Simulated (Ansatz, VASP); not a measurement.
# Mn in VASP and in Ansatz

```
Mn
1.0
     0.00000    2.65312    2.65312
     2.65312    0.00000    2.65312
     2.65312    2.65312    0.00000
Mn
2
Cartesian
  0.6633 0.6633 0.6633
  4.6430 4.6430 4.6430
```

Alike in both runs: task single point; functional RPBE; k mesh 17 × 17 × 17; occupations fermi-dirac, width 0.05 eV; collinear spin.

```csv
,VASP,Ansatz
version,VASP 6.6.1,Ansatz 0.2.0
potentials or method,"VASP PAW PBE potentials, release 64 (Mn_pv), cutoff 520 eV","plane waves (420 eV) with PAW, scalar-relativistic"
valence electrons in the cell,26,30
```

```csv
,VASP,Ansatz,Ansatz less VASP
net moment per atom (μB),0.00,0.00,0.000
size of the moment on the site where the two differ most (μB),2.80,2.62,-0.181
```

VASP's potentials were made for PBE, not for RPBE. Site moments also hang on the region over which each program counts them. VASP's potentials hold 26 valence electrons a cell and Ansatz's 30, so a difference there can come from the potentials and not from the codes.
